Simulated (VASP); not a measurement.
Tl2Cu2GeTe, 6 atoms in the cell. It takes space group P-3m1 (No. 164, trigonal). The conventional cell has a = 4.310 Å, b = 4.310 Å, c = 9.801 Å, α = 90.00°, β = 90.00°, γ = 120.00°. Tl (site symmetry 3m) has 1 Cu at 2.77 Å and 3 Te at 3.17 Å within 3.7 Å. Cu (site symmetry 3m) has 3 Ge at 2.49 Å and 3 Cu at 2.51 Å and 1 Tl at 2.77 Å within 3.3 Å. Within 3.3 Å of Ge (site symmetry -3m) lie 6 Cu at 2.49 Å. Within 4.4 Å of Te (site symmetry -3m) lie 6 Tl at 3.17 Å and 6 Te at 4.31 Å. 

| Quantity | Value |
| --- | --- |
| Program | VASP 6.6.1 |
| Task | single point |
| Functional | PBE |
| Potentials or basis | VASP PAW PBE potentials, release 64 (Tl_d, Cu, Ge_d, Te) |
| Cutoff | 520 eV |
| k mesh | 12 × 12 × 4 |
| Occupations | gaussian, width 0.1 eV |
| Spin | no spin polarisation |
| Dipole correction | no |
| Further INCAR settings | ALGO = Fast; EDIFF = 1e-06; NBANDS = 43 |

Potentials or basis: VASP PAW PBE potentials, release 64 (Tl_d, Cu, Ge_d, Te).

Command:

```sh
$ cat potpaw_PBE.64/Tl_d/POTCAR potpaw_PBE.64/Cu/POTCAR potpaw_PBE.64/Ge_d/POTCAR potpaw_PBE.64/Te/POTCAR > POTCAR
$ mpirun -np 1 vasp_std > vasp.out
```

Hardware: 1 thread of Oxide Virtual Turin-like Processor (shared host).

Q: How long does it take, and how much memory?

A: Run time: 16 min on 1 thread of Oxide Virtual Turin-like Processor (shared host), peak memory 0.57 GiB. Counts: scf iterations 17, k points 69.
